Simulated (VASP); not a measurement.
Runs of VASP 6.6.1 on AlCo2. The structure is that of space group Fm-3m (No. 225), or close to it. The cells are those of the table. 

```csv
task,cell,k mesh,cutoff (eV),gap on the mesh (eV),pressure (GPa),moment (μB)
single point,"a = 3.738 Å, angles 60.0°, 3 atoms",6 × 6 × 6,520,none,(b),1.39
relaxation of cell and atoms,"relaxed from a = 3.738 Å, angles 60.0°, 3 atoms",6 × 6 × 6,600,none,0.4,2.15
single point,"a = 3.874 Å, angles 60.0°, 3 atoms",6 × 6 × 6,520,none,(a),2.15
single point,"a = 3.872 Å, angles 60.0°, 3 atoms",14 × 14 × 14,520,none,-0.1,1.91
```

Alike in all rows: level PBE; potentials or basis VASP PAW PBE potentials, release 64 (Al, Co); spin collinear, ferromagnetic start; smearing gaussian 0.1 eV.

**Question.** Fill in the values left out.

**Answer.** (a) 0.3; (b) 15.7.

A gap of «none» marks levels without a gap at the run's occupations.
